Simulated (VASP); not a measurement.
Write the native input for VASP 6.6.1 that does the following.

- Task: relaxation of cell and atoms
- Functional: PBE
- Potentials or basis: VASP PAW PBE potentials, release 64 (In_d, Ga_d, P)
- Cutoff: 500 eV
- k mesh: 10 × 10 × 4
- Occupations: gaussian, width 0.1 eV
- Spin: no spin polarisation
- Dipole correction: no
- Further INCAR settings: ALGO = Normal; EDIFF = 1e-07; IBRION = 2; EDIFFG = -0.01; NSW = 100; ISIF = 3

The structure of In5GaP6 lies in POSCAR:

```
In5GaP6
1.0
    3.9175822792      0.0000000000      0.0000000000
    0.0000000000      3.9175822792      0.0000000000
    0.0000000000      0.0000000000     16.1676694977
In Ga P
5 1 6
Direct
    0.0000000000      0.0000000000      0.8382303506
    0.0000000000      0.0000000000      0.1617696494
    0.5000000000      0.5000000000      0.3305469508
    0.0000000000      0.0000000000      0.5000000000
    0.5000000000      0.5000000000      0.6694530492
    0.5000000000      0.5000000000      0.0000000000
    0.0000000000      0.0000000000      0.0000000000
    0.5000000000      0.5000000000      0.1513751932
    0.0000000000      0.0000000000      0.3284854400
    0.5000000000      0.5000000000      0.5000000000
    0.0000000000      0.0000000000      0.6715145600
    0.5000000000      0.5000000000      0.8486248068
```

One way to write it, as run:

INCAR

```
SYSTEM = In5GaP6
ALGO = Normal ; EDIFF = 1E-7
EDIFFG = -0.01 ; ENCUT = 500
GGA = PE ; GGA_COMPAT = .FALSE.
IBRION = 2 ; ISIF = 3
ISMEAR = 0 ; KPAR = 4
LASPH = .TRUE. ; LCHARG = .FALSE.
LREAL = .FALSE. ; LWAVE = .FALSE.
NELM = 120 ; NELMIN = 4
NSW = 100 ; PREC = Accurate
SIGMA = 0.1
```

KPOINTS

```
k-points
0
G
  10 10 4
  0 0 0
```

Potentials or basis: VASP PAW PBE potentials, release 64 (In_d, Ga_d, P).

Launch:

```sh
$ cat potpaw_PBE.64/In_d/POTCAR potpaw_PBE.64/Ga_d/POTCAR potpaw_PBE.64/P/POTCAR > POTCAR
$ mpirun -np 4 vasp_std > vasp.out
```

It gave:

```yaml
Relaxed_volume: 20.70 Å³/atom
Relaxed_cell: a = 3.883 Å, b = 3.883 Å, c = 16.475 Å, α = 90.00°, β = 90.00°, γ = 90.00°
Space_group_after_relaxing_to_0.1_Å: P4/mmm (No. 123)
Energy_gained_by_relaxing: 5.2 meV/atom
Ionic_steps: 14
Pressure_after_relaxing: 0.0 GPa
Largest_force_after_relaxing: 0.009 eV/Å
Band_gap_on_the_k_mesh: zero (bands 54 and 55 overlap by 2.60 eV)
```

Caveat: spin-orbit coupling is left out, which moves the levels of the heavy elements.

Run time: 32 min on 4 MPI ranks on Intel(R) Xeon(R) 6975P-C (Granite Rapids), on a shared host, peak memory 0.86 GiB a rank.
